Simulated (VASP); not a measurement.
# BeC3 (Pm-3m) in VASP: a series of runs

The runs below take BeC3 through single point, relaxation of cell and atoms, with PBE.

Program: VASP 6.6.1. These are calculated values, not measurements. Logs are shortened: lines on timing, memory, paths and dates and some standing lists are left out, and cuts for length are marked.

### 1 The cell of the first run

It takes space group Pm-3m (No. 221, cubic). Conventional cell: a = 2.991 Å, b = 2.991 Å, c = 2.991 Å, α = 90.00°, β = 90.00°, γ = 90.00°. Be (site symmetry m-3m) has 12 C at 2.12 Å within 2.8 Å. C (site symmetry 4/mmm) has 4 Be at 2.12 Å and 8 C at 2.12 Å within 2.8 Å.

### 2 Single point, PBE

INCAR

```
SYSTEM = BeC3
PREC = Accurate
ENCUT = 520
EDIFF = 1E-6
ISMEAR = 0
SIGMA = 0.1
LREAL = .False.
LASPH = .True.
NELM = 100
ALGO = Normal
ISIF = 2
LWAVE = .False.
LCHARG = .True.
GGA = PE
LELF = .True.
LVHAR = .True.
NBANDS = 15
```

KPOINTS

```
Automatic mesh
0
Gamma
  6 6 6
  0 0 0
```

POSCAR

```
BeC3
1.0
    2.9910988731      0.0000000000      0.0000000000
    0.0000000000      2.9910988731      0.0000000000
    0.0000000000      0.0000000000      2.9910988731
Be C
1 3
Direct
    0.0000000000      0.0000000000      0.0000000000
    0.0000000000      0.5000000000      0.5000000000
    0.5000000000      0.0000000000      0.5000000000
    0.5000000000      0.5000000000      0.0000000000
```

Potentials or basis: VASP PAW PBE potentials, release 64 (Be, C).

On the command line:

```console
cat potpaw_PBE.64/Be/POTCAR potpaw_PBE.64/C/POTCAR > POTCAR
mpirun -np 1 vasp_std > vasp.out
```

OUTCAR:

```text
SYSTEM = BeC3
   PREC = Accurate
   ENCUT = 520
   EDIFF = 1E-6
   ISMEAR = 0
   LREAL = .False.
   LASPH = .True.
   NELM = 100
   ISIF = 2
   GGA = PE

 ion  position               nearest neighbor table
   1  0.000  0.000  0.000-   2 2.12   3 2.12   4 2.12   2 2.12   3 2.12   2 2.12   4 2.12   2 2.12
                             3 2.12   4 2.12   3 2.12   4 2.12
   2  0.000  0.500  0.500-   1 2.12   1 2.12   1 2.12   1 2.12
   3  0.500  0.000  0.500-   1 2.12   1 2.12   1 2.12   1 2.12
   4  0.500  0.500  0.000-   1 2.12   1 2.12   1 2.12   1 2.12

  LATTYP: Found a simple cubic cell.
 ALAT       =     2.9910988731

  Lattice vectors:

 A1 = (   2.9910988731,   0.0000000000,   0.0000000000)
 A2 = (   0.0000000000,   2.9910988731,   0.0000000000)
 A3 = (   0.0000000000,   0.0000000000,   2.9910988731)

Analysis of symmetry for initial positions (statically):
=====================================================================
 Subroutine PRICEL returns:
 Original cell was already a primitive cell.

 Routine SETGRP: Setting up the symmetry group for a
 simple cubic supercell.

 Subroutine GETGRP returns: Found 48 space group operations
 (whereof 48 operations were pure point group operations)
 out of a pool of 48 trial point group operations.

The static configuration has the point symmetry O_h .

Analysis of symmetry for dynamics (positions and initial velocities):
=====================================================================
 Subroutine PRICEL returns:
 Original cell was already a primitive cell.

 Routine SETGRP: Setting up the symmetry group for a
 simple cubic supercell.

 Subroutine GETGRP returns: Found 48 space group operations
 (whereof 48 operations were pure point group operations)
 out of a pool of 48 trial point group operations.

The dynamic configuration has the point symmetry O_h .

 Subroutine INISYM returns: Found 48 space group operations
 (whereof 48 operations are pure point group operations),
 and found     1 'primitive' translations

----------------------------------------------------------------------------------------

                                     Primitive cell

  volume of cell :      26.7604

  direct lattice vectors                    reciprocal lattice vectors
     2.991098873  0.000000000  0.000000000     0.334325291  0.000000000  0.000000000
     0.000000000  2.991098873  0.000000000     0.000000000  0.334325291  0.000000000
     0.000000000  0.000000000  2.991098873     0.000000000  0.000000000  0.334325291

  length of vectors
     2.991098873  2.991098873  2.991098873     0.334325291  0.334325291  0.334325291

  position of ions in fractional coordinates (direct lattice)
     0.000000000  0.000000000  0.000000000
     0.000000000  0.500000000  0.500000000
     0.500000000  0.000000000  0.500000000
     0.500000000  0.500000000  0.000000000

  ion indices of the primitive-cell ions
   primitive index   ion index
                 1           1
                 2           2
                 3           3
                 4           4

----------------------------------------------------------------------------------------

 KPOINTS: Automatic mesh

Automatic generation of k-mesh.
 Grid dimensions read from file:
 generate k-points for:    6    6    6

 Generating k-lattice:

  Cartesian coordinates                     Fractional coordinates (reciprocal lattice)
     0.055720882  0.000000000  0.000000000     0.166666667  0.000000000  0.000000000
     0.000000000  0.055720882  0.000000000     0.000000000  0.166666667  0.000000000
     0.000000000  0.000000000  0.055720882     0.000000000  0.000000000  0.166666667

  Length of vectors
     0.055720882  0.055720882  0.055720882

  Shift w.r.t. Gamma in fractional coordinates (k-lattice)
     0.000000000  0.000000000  0.000000000

 Subroutine IBZKPT returns following result:
 ===========================================

 Found     20 irreducible k-points:

 Following reciprocal coordinates:
            Coordinates               Weight
  0.000000  0.000000  0.000000      1.000000
  0.166667  0.000000  0.000000      6.000000
  0.333333  0.000000  0.000000      6.000000
  0.500000  0.000000  0.000000      3.000000
  0.166667  0.166667  0.000000     12.000000
  0.333333  0.166667  0.000000     24.000000
[... 12 lines left out ...]
  0.500000  0.500000  0.333333      6.000000
  0.500000  0.500000  0.500000      1.000000
   k-points           NKPTS =     20   k-points in BZ     NKDIM =     20   number of bands    NBANDS=     15
   number of dos      NEDOS =    301   number of ions     NIONS =      4
   total plane-waves  NPLWV =  13824
   dimension x,y,z NGX =    24 NGY =   24 NGZ =   24
   dimension x,y,z NGXF=    48 NGYF=   48 NGZF=   48
   ions per type =               1   3
   NGX,Y,Z   is equivalent  to a cutoff of  13.34, 13.34, 13.34 a.u.
   NGXF,Y,Z  is equivalent  to a cutoff of  26.68, 26.68, 26.68 a.u.
 SYSTEM =  BeC3
[... 73 lines left out ...]
      7      11.3422      0.00000
      8      11.3422      0.00000
      9      11.3422      0.00000
     10      12.5204      0.00000
     11      14.0636      0.00000
     12      14.0636      0.00000
     13      14.0636      0.00000
     14      22.8320      0.00000
     15      22.8320      0.00000

 k-point     2 :       0.1667    0.0000    0.0000
  band No.  band energies     occupation
      1      -9.5104      2.00000
      2      -0.6255      2.00000
      3       2.6450      2.00000
      4       2.6450      2.00000
      5       3.8225      2.00000
      6       6.1540      2.00000
      7      10.5419      0.00000
      8      10.6159      0.00000
      9      10.6159      0.00000
     10      12.9181      0.00000
     11      13.6720      0.00000
     12      13.6720      0.00000
     13      13.9925      0.00000
     14      21.7528      0.00000
     15      21.7528      0.00000

 k-point     3 :       0.3333    0.0000    0.0000
  band No.  band energies     occupation
      1      -8.4542      2.00000
      2      -3.6828      2.00000
      3       3.7739      2.00000
      4       3.7739      2.00000
      5       4.4951      2.00000
      6       8.3534      2.00000
      7       8.4494      2.00000
      8       8.4494      2.00000
      9       8.9699      0.82777
     10      11.7226      0.00000
     11      13.8198      0.00000
     12      13.8198      0.00000
     13      16.3673      0.00000
     14      20.2274      0.00000
     15      20.2274      0.00000

 k-point     4 :       0.5000    0.0000    0.0000
  band No.  band energies     occupation
      1      -7.2986      2.00000
      2      -5.5301      2.00000
      3       5.0037      2.00000
      4       5.0037      2.00000
      5       5.0139      2.00000
      6       6.7072      2.00000
      7       6.7072      2.00000
      8       8.0671      2.00000
      9       9.6925      0.00000
     10      10.4665      0.00000
     11      14.1013      0.00000
     12      14.1013      0.00000
     13      18.3729      0.00000
     14      19.4845      0.00000
     15      19.4845      0.00000
[... 235 lines left out ...]
 k-point    18 :       0.5000    0.3333    0.3333
  band No.  band energies     occupation
      1      -4.2317      2.00000
      2      -3.0525      2.00000
      3      -0.1081      2.00000
      4       0.6887      2.00000
      5       1.1700      2.00000
      6       2.8159      2.00000
      7       4.6590      2.00000
      8      11.4416      0.00000
      9      13.6037      0.00000
     10      14.9088      0.00000
     11      14.9699      0.00000
     12      15.2718      0.00000
     13      15.4209      0.00000
     14      21.9516      0.00000
     15      21.9532      0.00000

 k-point    19 :       0.5000    0.5000    0.3333
  band No.  band energies     occupation
      1      -2.5300      2.00000
      2      -2.1540      2.00000
      3      -2.1540      2.00000
      4       0.1972      2.00000
      5       1.9223      2.00000
      6       2.4205      2.00000
      7       2.4205      2.00000
      8      10.6400      0.00000
      9      14.9362      0.00000
     10      15.0394      0.00000
     11      15.0394      0.00000
     12      15.8261      0.00000
     13      15.9346      0.00000
     14      22.4367      0.00000
     15      22.7196      0.00000

 k-point    20 :       0.5000    0.5000    0.5000
  band No.  band energies     occupation
      1      -0.7648      2.00000
      2      -0.7648      2.00000
      3      -0.7648      2.00000
      4      -0.5311      2.00000
      5       0.3498      2.00000
      6       0.3498      2.00000
      7       0.3498      2.00000
      8       9.8880      0.00000
      9      15.8838      0.00000
     10      15.8838      0.00000
     11      15.8838      0.00000
     12      15.9987      0.00000
     13      15.9987      0.00000
     14      23.2859      0.00000
     15      23.2859      0.00000

------------------------ aborting loop because EDIFF is reached ----------------------------------------

  FORCE on cell =-STRESS in cart. coord.  units (eV):
  Direction    XX          YY          ZZ          XY          YZ          ZX
  --------------------------------------------------------------------------------------
  -------------------------------------------------------------------------------------
  Total        0.0350099      0.0350099      0.0350099      0.0000000      0.0000000     -0.0000000
  in kB        2.0960870      2.0960870      2.0960870      0.0000000      0.0000000     -0.0000000
  external PRESSURE =       2.0960870 kB  Pullay stress =       0.0000000 kB

 VOLUME and BASIS-vectors are now :
 -----------------------------------------------------------------------------
  energy-cutoff  :      520.00
  volume of cell :       26.76
      direct lattice vectors                 reciprocal lattice vectors
     2.991098873  0.000000000  0.000000000     0.334325291  0.000000000  0.000000000
     0.000000000  2.991098873  0.000000000     0.000000000  0.334325291  0.000000000
     0.000000000  0.000000000  2.991098873     0.000000000  0.000000000  0.334325291

 POSITION                                       TOTAL-FORCE (eV/Angst)
 -----------------------------------------------------------------------------------
      0.00000      0.00000      0.00000         0.000000      0.000000      0.000000
      0.00000      1.49555      1.49555         0.000000      0.000000      0.000000
      1.49555      0.00000      1.49555         0.000000      0.000000      0.000000
      1.49555      1.49555      0.00000         0.000000      0.000000      0.000000
 -----------------------------------------------------------------------------------
    total drift:                                0.000000     -0.000000     -0.000000

  FREE ENERGIE OF THE ION-ELECTRON SYSTEM (eV)
  ---------------------------------------------------
  free  energy   TOTEN  =       -19.7889172030 eV

  energy  without entropy=      -19.7844243728  energy(sigma->0) =      -19.78667079
```

Wall time 2.9 s (1 thread of Intel Xeon 6975P-C (Granite Rapids), shared host); peak memory 0.13 GiB.

Results:

- Free energy: -19.7889 eV
- Pressure: 0.2 GPa
- Band gap on the k mesh: zero (band 7 reaches 11.34 eV, above the bottom of band 8 at 8.07 eV)

Levels at points of the mesh, in eV from the Fermi level:
| k point | band 4 | band 5 | band 6 | band 7 | band 8 | band 9 | band 10 | band 11 |
| --- | --- | --- | --- | --- | --- | --- | --- | --- |
| (0.00, 0.00, 0.00) | -6.70 | -5.39 | -5.39 | 2.39 | 2.39 | 2.39 | 3.57 | 5.11 |
| (0.50, 0.00, 0.00) | -3.95 | -3.94 | -2.25 | -2.25 | -0.89 | 0.74 | 1.51 | 5.15 |
| (0.50, 0.50, 0.00) | -9.16 | -0.64 | -0.64 | -0.54 | -0.09 | 0.96 | 0.96 | 5.35 |
| (0.50, 0.50, 0.50) | -9.49 | -8.60 | -8.60 | -8.60 | 0.93 | 6.93 | 6.93 | 6.93 |

### 3 Single point, PBE

This run uses another cell than the first one, of 7.40 Å³/atom, 1.106 times its volume.

INCAR

```
PREC = Accurate ; ENCUT = 520
EDIFF = 1E-6 ; ISMEAR = 0
SIGMA = 0.1 ; LREAL = False
LASPH = True ; NELM = 80
ALGO = Normal ; ISIF = 2
LWAVE = False ; LCHARG = False
GGA = PE ; NBANDS = 15
```

KPOINTS

```
Automatic mesh
0
Gamma
  6 6 6
```

POSCAR

```
BeC3
1.0
    3.0935540893      0.0000000000      0.0000000000
    0.0000000000      3.0935540893      0.0000000000
    0.0000000000      0.0000000000      3.0935540893
Be C
1 3
Direct
    0.0000000000      0.0000000000      0.0000000000
    0.0000000000      0.5000000000      0.5000000000
    0.5000000000      0.0000000000      0.5000000000
    0.5000000000      0.5000000000      0.0000000000
```

Potentials or basis: VASP PAW PBE potentials, release 64 (Be, C).

On the command line:

```console
cat potpaw_PBE.64/Be/POTCAR potpaw_PBE.64/C/POTCAR > POTCAR
mpirun -np 1 vasp_std > vasp.out
```

Run time: 3.3 s. Hardware: 1 thread of Intel Xeon 6975P-C (Granite Rapids), shared host; peak memory 0.13 GiB.

The run converged. Its results:

- Free energy: -19.6433 eV
- Pressure: -15.2 GPa
- Band gap on the k mesh: zero (band 7 reaches 9.90 eV, above the bottom of band 8 at 7.04 eV)

Levels at points of the mesh, in eV from the Fermi level:
```
           k point  band 5  band 6  band 7  band 8  band 9  band 10
(0.00, 0.00, 0.00)   -5.61   -5.61    2.19    2.19    2.19     3.35
(0.50, 0.00, 0.00)   -3.49   -1.94   -1.94   -0.67    0.85     0.85
(0.50, 0.50, 0.00)   -0.49   -0.49   -0.38   -0.35    0.62     0.62
(0.50, 0.50, 0.50)   -7.77   -7.77   -7.77    0.80    6.24     6.24
```

### 4 Relaxation of cell and atoms, PBE

This run uses another cell than the first one, of 7.40 Å³/atom, 1.106 times its volume.

INCAR

```
PREC = Accurate ; ENCUT = 600
EDIFF = 1E-6 ; ISMEAR = 0
SIGMA = 0.1 ; LREAL = F
LASPH = T ; NELM = 80
ALGO = Normal ; ISIF = 3
LWAVE = F ; LCHARG = F
GGA = PE ; IBRION = 2
NSW = 90 ; EDIFFG = -0.04
```

KPOINTS

```
regular mesh
0
Gamma
  6 6 6
```

POSCAR is that of step 3.

On the command line:

```console
cat potpaw_PBE.64/Be/POTCAR potpaw_PBE.64/C/POTCAR > POTCAR
mpirun -np 1 vasp_std > vasp.out
```

Wall time 8.1 s (1 thread of Intel Xeon 6975P-C (Granite Rapids), shared host); peak memory 0.15 GiB.

The run converged. Its results:

- Free energy: -19.7950 eV
- Relaxed volume: 6.67 Å³/atom
- Relaxed cell: a = 2.988 Å, b = 2.988 Å, c = 2.988 Å, α = 90.00°, β = 90.00°, γ = 90.00°
- Space group after relaxing (to 0.05 Å): Pm-3m (No. 221)
- Energy gained by relaxing: 37.7 meV/atom
- Ionic steps: 2
- Pressure after relaxing: 0.5 GPa
- Band gap on the k mesh: zero (band 7 reaches 11.39 eV, above the bottom of band 8 at 8.10 eV)

Step by step:
| step | energy change (eV) | largest force (eV/Å) | pressure (GPa) | volume (Å³) |
| --- | --- | --- | --- | --- |
| 1 | 0.0000 | 0.0000 | -15.29 | 29.61 |
| 2 | -0.1508 | 0.0000 | 0.51 | 26.68 |

Final structure:
```
CELL_PARAMETERS angstrom
2.98815 0.00000 0.00000
0.00000 2.98815 0.00000
0.00000 0.00000 2.98815
ATOMIC_POSITIONS crystal
Be 0.00000 0.00000 0.00000
C 0.00000 0.50000 0.50000
C 0.50000 0.00000 0.50000
C 0.50000 0.50000 0.00000
```

Levels at points of the mesh, in eV from the Fermi level:
```
           k point  band 5  band 6  band 7  band 8  band 9  band 10
(0.00, 0.00, 0.00)   -5.38   -5.38    2.39    2.39    2.39     3.57
(0.50, 0.00, 0.00)   -3.92   -2.26   -2.26   -0.89    0.74     1.53
(0.50, 0.50, 0.00)   -0.65   -0.65   -0.55   -0.08    0.97     0.97
(0.50, 0.50, 0.50)   -8.63   -8.63   -8.63    0.94    6.95     6.95
```

### 5 Single point, PBE

This run uses another cell than the first one, of 6.83 Å³/atom, 1.022 times its volume.

INCAR

```
SYSTEM = BeC3
ALGO = Normal
EDIFF = 1E-7
ENCUT = 520
GGA = PE
ISIF = 2
ISMEAR = 0
LASPH = .TRUE.
LCHARG = .TRUE.
LELF = .TRUE.
LREAL = .FALSE.
LVHAR = .TRUE.
LWAVE = .FALSE.
NBANDS = 15
NELM = 80
PREC = Accurate
SIGMA = 0.1
```

KPOINTS

```
k-points
0
G
  16 16 16
  0 0 0
```

POSCAR

```
BeC3
1.0
    3.0125373901      0.0000000000      0.0000000000
    0.0000000000      3.0125373901      0.0000000000
    0.0000000000      0.0000000000      3.0125373901
Be C
1 3
Direct
    0.0000000000      0.0000000000      0.0000000000
    0.0000000000      0.5000000000      0.5000000000
    0.5000000000      0.0000000000      0.5000000000
    0.5000000000      0.5000000000      0.0000000000
```

On the command line:

```console
cat potpaw_PBE.64/Be/POTCAR potpaw_PBE.64/C/POTCAR > POTCAR
mpirun -np 1 vasp_std > vasp.out
```

Run time: 15 s. Hardware: 1 thread of Intel Xeon 6975P-C (Granite Rapids), shared host; peak memory 0.17 GiB.

Results (log left out):

```
Free energy            : -19.8228 eV
Pressure               : 0.2 GPa
Band gap on the k mesh : zero (band 7 reaches 11.03 eV, above the bottom of band 8 at 7.85 eV)
```

Levels at points of the mesh, in eV from the Fermi level:
| k point | band 4 | band 5 | band 6 | band 7 | band 8 | band 9 | band 10 | band 11 |
| --- | --- | --- | --- | --- | --- | --- | --- | --- |
| (0.00, 0.00, 0.00) | -6.75 | -5.63 | -5.63 | 2.15 | 2.15 | 2.15 | 3.32 | 4.82 |
| (0.50, 0.00, 0.00) | -4.05 | -4.05 | -2.38 | -2.38 | -1.04 | 0.57 | 1.17 | 4.85 |
| (0.50, 0.50, 0.00) | -9.19 | -0.81 | -0.81 | -0.70 | -0.35 | 0.69 | 0.69 | 5.12 |
| (0.50, 0.50, 0.50) | -9.47 | -8.62 | -8.62 | -8.62 | 0.70 | 6.58 | 6.58 | 6.58 |

### 6 Relaxation of cell and atoms, PBE

INCAR

```
  ALGO = Normal
  EDIFF = 1E-6
  EDIFFG = -0.01
  ENCUT = 600
  GGA = PE
  IBRION = 2
  ISIF = 3
  ISMEAR = 0
  LASPH = T
  LCHARG = F
  LREAL = F
  LWAVE = F
  NELM = 60
  NSW = 100
  PREC = Accurate
  SIGMA = 0.1
```

KPOINTS

```
k-points
0
Gamma
  16 16 16
```

POSCAR

```
BeC3
1.0
    2.9910988731      0.0000000000      0.0000000000
    0.0000000000      2.9910988731      0.0000000000
    0.0000000000      0.0000000000      2.9910988731
Be C
1 3
Direct
    0.0000000000      0.0000000000      0.0000000000
    0.0000000000      0.5000000000      0.5000000000
    0.5000000000      0.0000000000      0.5000000000
    0.5000000000      0.5000000000      0.0000000000
```

Potentials or basis: VASP PAW PBE potentials, release 64 (Be, C).

On the command line:

```console
cat potpaw_PBE.64/Be/POTCAR potpaw_PBE.64/C/POTCAR > POTCAR
mpirun -np 1 vasp_std > vasp.out
```

It took 41 s on 1 thread of Intel Xeon Platinum 8259CL at 2.50GHz (Skylake/Cascade Lake), shared host; peak memory 0.17 GiB.

It converged, with:

```yaml
Free_energy: -19.8238 eV
Relaxed_volume: 6.84 Å³/atom
Relaxed_cell: a = 3.013 Å, b = 3.013 Å, c = 3.013 Å, α = 90.00°, β = 90.00°, γ = 90.00°
Space_group_after_relaxing_to_0.05_Å: Pm-3m (No. 221)
Energy_gained_by_relaxing: 1.8 meV/atom
Ionic_steps: 3
Pressure_after_relaxing: 0.0 GPa
Band_gap_on_the_k_mesh: zero (band 7 reaches 11.03 eV, above the bottom of band 8 at 7.84 eV)
```

The path:
```csv
step,energy change (eV),largest force (eV/Å),pressure (GPa),volume (Å³)
1,0.0000,0.0000,3.91,26.76
2,-0.0070,0.0000,-0.34,27.40
3,-0.0070,0.0000,0.01,27.34
```

Final structure:
```yaml
crystal:
  lattice:
    - [3.01268, 0.00000, 0.00000]
    - [0.00000, 3.01268, 0.00000]
    - [0.00000, 0.00000, 3.01268]
  atoms:
    - { symbol: Be, position: [0.00000, 0.00000, 0.00000] }
    - { symbol: C, position: [0.00000, 0.50000, 0.50000] }
    - { symbol: C, position: [0.50000, 0.00000, 0.50000] }
    - { symbol: C, position: [0.50000, 0.50000, 0.00000] }
```

Levels at points of the mesh, in eV from the Fermi level:
```tsv
k point	band 3	band 4	band 5	band 6	band 7	band 8	band 9	band 10	band 11
(0.00, 0.00, 0.00)	-6.75	-6.75	-5.63	-5.63	2.15	2.15	2.15	3.32	4.82
(0.50, 0.00, 0.00)	-4.26	-4.05	-4.05	-2.38	-2.38	-1.04	0.57	1.17	4.85
(0.50, 0.50, 0.00)	-12.64	-9.18	-0.81	-0.81	-0.69	-0.35	0.68	0.68	5.12
(0.50, 0.50, 0.50)	-9.86	-9.47	-8.62	-8.62	-8.62	0.70	6.58	6.58	6.63
```

### 7 Overview

| task | cell | k mesh | cutoff (eV) | gap on the mesh (eV) | pressure (GPa) |
| --- | --- | --- | --- | --- | --- |
| single point | a = 2.991 Å, 4 atoms | 6 × 6 × 6 | 520 | none | 0.2 |
| single point | a = 3.094 Å, 4 atoms | 6 × 6 × 6 | 520 | none | -15.2 |
| relaxation of cell and atoms | relaxed from a = 3.094 Å, 4 atoms | 6 × 6 × 6 | 600 | none | 0.5 |
| single point | a = 3.013 Å, 4 atoms | 16 × 16 × 16 | 520 | none | 0.2 |
| relaxation of cell and atoms | relaxed from a = 2.991 Å, 4 atoms | 16 × 16 × 16 | 600 | none | 0.0 |

Alike in all rows: level PBE; potentials or basis VASP PAW PBE potentials, release 64 (Be, C); no spin polarisation; smearing gaussian 0.1 eV.

Absolute energies hang on the potentials; compare differences alone.
